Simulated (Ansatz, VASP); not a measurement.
**One calculation of GaAs, two programs**

Contents of INCAR:

```
SYSTEM = GaAs
PREC = Accurate
ENCUT = 500
EDIFF = 1E-6
ISMEAR = 0
SIGMA = 0.01
LREAL = .False.
LASPH = .True.
NELM = 120
ALGO = Normal
ISIF = 2
LWAVE = .False.
LCHARG = .False.
GGA = PE
NBANDS = 16
GGA_COMPAT = .False.
```

File KPOINTS:

```
Automatic mesh
0
Gamma
  6 6 6
  0 0 0
```

The input POSCAR:

```
GaAs
1.0
    0.0000000000      2.9285873756      2.9285873756
    2.9285873756      0.0000000000      2.9285873756
    2.9285873756      2.9285873756      0.0000000000
Ga As
1 1
Direct
    0.0000000000      0.0000000000      0.0000000000
    0.2500000000      0.2500000000      0.2500000000
```

Input for Ansatz:

```yaml
crystal:
  lattice:
    - [0.0, 2.9285873756, 2.9285873756]
    - [2.9285873756, 0.0, 2.9285873756]
    - [2.9285873756, 2.9285873756, 0.0]
  atoms:
    - { symbol: Ga, position: [0.0, 0.0, 0.0] }
    - { symbol: As, position: [0.25, 0.25, 0.25] }
kpoints:
  mp_grid: { grid: [6, 6, 6] }
hamiltonian:
  xc: pbe
scf:
  occupations: { method: fixed }
  n_extra_bands: 4
output:
  forces: true
  stress: true
  eigenvalues: true
```

Alike in both runs: task single point; functional PBE; k mesh 6 × 6 × 6; no spin polarisation.

```csv
,VASP,Ansatz
version,VASP 6.6.1,Ansatz 0.2.0
potentials or method,"VASP PAW PBE potentials, release 64 (Ga_d, As)","plane waves, PAW"
plane-wave cutoff (eV),500,420
occupations,"gaussian, width 0.01 eV",fixed
valence electrons in the cell,18,28
```

|  | VASP | Ansatz | Ansatz less VASP |
| --- | --- | --- | --- |
| gap on the k mesh at the Fermi level (eV) | none | none | - |
| pressure (GPa) | -2.8 | -2.9 | -0.11 |

A gap of «none» marks a metal or a gap that the smearing closes. VASP's potentials hold 18 valence electrons a cell and Ansatz's 28, so a difference there can come from the potentials and not from the codes. Ansatz's warnings: unresolved pair at count.
